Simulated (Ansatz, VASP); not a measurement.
## Au in VASP and in Ansatz

The input POSCAR:

```
Au
1.0
   -1.6572690000      1.6572690000      1.7898505200
    1.6572690000     -1.6572690000      1.7898505200
    1.6572690000      1.6572690000     -1.7898505200
Au
1
Direct
    0.0000000000      0.0000000000      0.0000000000
```

INCAR.step1

```
PREC = Accurate ; ENCUT = 550
ISMEAR = 0 ; SIGMA = 0.15
LREAL = False ; LASPH = True
NELM = 200 ; ISPIN = 2
MAGMOM = 2 ; LMAXMIX = 4
NBANDS = 16 ; GGA = PE
ALGO = Normal ; EDIFF = 1E-5
LWAVE = True ; LCHARG = False
GGA_COMPAT = False
```

The input INCAR.step2:

```
PREC = Accurate ; ENCUT = 550
EDIFF = 1E-6 ; ISMEAR = 0
SIGMA = 0.15 ; LREAL = False
LASPH = True ; NELM = 200
ALGO = Normal ; ISIF = 2
LWAVE = False ; LCHARG = True
ISPIN = 2 ; MAGMOM = 2
LORBIT = 11 ; LMAXMIX = 4
METAGGA = R2SCAN ; LMIXTAU = True
LELF = True ; LVHAR = True
NBANDS = 16 ; ISTART = 1
GGA_COMPAT = False
```

File KPOINTS:

```
Automatic mesh
0
Gamma
  24 24 24
```

Input for Ansatz:

```yaml
crystal:
  lattice:
    - [-1.657269, 1.657269, 1.78985052]
    - [1.657269, -1.657269, 1.78985052]
    - [1.657269, 1.657269, -1.78985052]
  atoms:
    - { symbol: Au, position: [0.0, 0.0, 0.0], spin: 2.0 }
basis:
  ecutwfc: 500
kpoints:
  mp_grid: { grid: [24, 24, 24] }
hamiltonian:
  xc: r2scan
scf:
  occupations: { method: gaussian, width: 0.15 }
output:
  forces: true
  eigenvalues: true
  stress: true
magnetization:
  spin_polarized: true
```

Alike in both runs: task single point; functional r2SCAN; k mesh 24 × 24 × 24; occupations gaussian, width 0.15 eV; collinear spin.

|  | VASP | Ansatz |
| --- | --- | --- |
| version | VASP 6.6.1 | Ansatz 0.2.0 |
| potentials or method | VASP PAW PBE potentials, release 64 (Au), cutoff 550 eV | scalar-relativistic, plane waves, PAW |
| valence electrons in the cell | 11 | 19 |

```tsv
	VASP	Ansatz	Ansatz less VASP
gap on the k mesh at the Fermi level (eV)	none	none	-
pressure (GPa)	-11.9	-12.0	-0.13
traceless stress, the component that is largest in VASP (GPa)	0.28	0.27	-0.007
net moment per atom (μB)	0.00	0.00	0.000
```

VASP's potentials were made for PBE, not for r2SCAN. A gap of «none» marks a metal or a gap that the smearing closes. VASP's potentials hold 11 valence electrons a cell and Ansatz's 19, so a difference there can come from the potentials and not from the codes. Ansatz's warnings: seeded moment not kept, stability check not made.

Neither program's run includes spin-orbit coupling.
